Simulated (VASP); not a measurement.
Write the native input for VASP 6.6.1 that does the following.

```
Task                   : single point
Functional             : PBEsol
Potentials or basis    : VASP PAW PBE potentials, release 64 (Nb_sv, Zr_sv, O)
Cutoff                 : 520 eV
k mesh                 : 3 × 3 × 3
Occupations            : gaussian, width 0.05 eV
Spin                   : no spin polarisation
Dipole correction      : no
Further INCAR settings : LREAL = Auto; ALGO = Fast; EDIFF = 1e-06; NBANDS = 114
```

The structure of Zr7NbO16 lies in POSCAR:

```
Zr7NbO16
1.0
   10.2840800000      0.0000000000      0.0000000000
    5.1420400000      5.2086900000      0.0000000000
    4.2956000000      0.0000000000      5.2419900000
Nb Zr O
1 7 16
Direct
    0.0090328851      0.0483750134      0.2062410786
    0.5118237272      0.0437434749      0.2100814449
    0.9457565267      0.5430010800      0.2913386394
    0.4409920416      0.5487734255      0.2886601151
    0.4863874780      0.9576342746      0.7913752900
    0.9879414392      0.9575066194      0.7893634639
    0.5547634383      0.4570463125      0.7093775564
    0.0544069818      0.4590955754      0.7098714423
    0.6980256963      0.3294884114      0.3457305429
    0.1947292441      0.3250306209      0.3516617839
    0.9816141346      0.8247327537      0.1536825455
    0.4786190139      0.8278760575      0.1506204430
    0.8044306973      0.6656095806      0.6555416158
    0.3048360301      0.6707400705      0.6497360915
    0.5232639288      0.1713894448      0.8484327782
    0.0286204552      0.1641806123      0.8524763146
    0.6072059739      0.7581795213      0.4780813700
    0.1027301527      0.7581402687      0.4772945599
    0.1349656596      0.2554703890      0.0220184852
    0.6359367529      0.2587908133      0.0205218169
    0.8932348987      0.2411880167      0.5190916438
    0.3925149846      0.2451392913      0.5213671384
    0.3616196716      0.7453122111      0.9786987752
    0.8665481877      0.7435561613      0.9787350644
```

The input as run:

INCAR

```
PREC     = Accurate       # precision mode
ENCUT    = 520            # plane-wave cutoff, eV
EDIFF    = 1E-6           # SCF threshold, eV
ISMEAR   = 0              # smearing method
SIGMA    = 0.05           # smearing width, eV
LREAL    = Auto         
LASPH    = T              # aspherical terms in the spheres
NELM     = 60             # most SCF steps
ALGO     = Fast           # electronic algorithm
ISIF     = 2              # what is computed and relaxed
LWAVE    = F              # write WAVECAR
LCHARG   = F              # write CHGCAR
GGA      = PS             # functional
NBANDS   = 114            # bands
```

KPOINTS

```
regular mesh
0
Gamma
  3 3 3
```

Potentials or basis: VASP PAW PBE potentials, release 64 (Nb_sv, Zr_sv, O).

The run is started by

```bash
$ cat potpaw_PBE.64/Nb_sv/POTCAR potpaw_PBE.64/Zr_sv/POTCAR potpaw_PBE.64/O/POTCAR > POTCAR
$ mpirun -np 1 vasp_std > vasp.out
```

Results of the run:

```
Pressure               : -2.9 GPa
Largest force          : 0.692 eV/Å
Band gap on the k mesh : zero (an odd number of electrons rules out a gap without spin polarisation)
```

Caveat: the k points lie up to 0.37 Å⁻¹ apart, too coarse for converged energies and pressures of a metal; the PAW data sets were made with another functional, which shifts forces and pressure a little; an odd number of electrons without spin polarisation forces a metal; a magnetic or distorted state may lie lower.

Wall time 45 min on 1 thread of Oxide Virtual Turin-like Processor, on a shared host, peak memory 0.66 GiB.
